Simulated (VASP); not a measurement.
Crystal: KI.

```
K I
1.0
     4.64367    0.00000    0.00000
    -2.32184    4.02154    0.00000
     0.00000    0.00000    4.52920
K I
1 1
Direct
  0.00000 0.00000 0.00000
  0.66667 0.33333 0.50000
```

```yaml
Program: VASP 6.6.1
Task: relaxation of cell and atoms
Functional: PBE
Potentials_or_basis: VASP PAW PBE potentials, release 64 (K_sv, I)
Cutoff: 600 eV
k_mesh: 6 × 6 × 6
Occupations: gaussian, width 0.02 eV
Spin: no spin polarisation
```

At the start: pressure 1.2 GPa; volume 42.29 Å³/atom.

How do energy, volume and symmetry change on relaxing?

Over 8 steps the energy falls by 19.0 meV/atom and the volume is 46.79 Å³/atom (+10.6 %); space group P-6m2 (No. 187, to 0.05 Å).

Step by step:
```
step  energy change (eV)  largest force (eV/Å)  pressure (GPa)  volume (Å³)
   1              0.0000                0.0000            1.17        84.58
   2             -0.0231                0.0000            0.55        88.41
   3             -0.0310                0.0000           -0.36        96.48
   4             -0.0334                0.0000           -0.12        93.95
   5             -0.0334                0.0000           -0.10        93.73
   6             -0.0362                0.0000           -0.07        93.68
   7             -0.0380                0.0000           -0.02        93.60
   8             -0.0381                0.0000           -0.01        93.58
```

Final structure:
```
K I
1.0
     4.89735    0.00000    0.00000
    -2.44868    4.24123    0.00000
     0.00000    0.00000    4.50540
K I
1 1
Direct
  0.00000 0.00000 0.00000
  0.66667 0.33333 0.50000
```
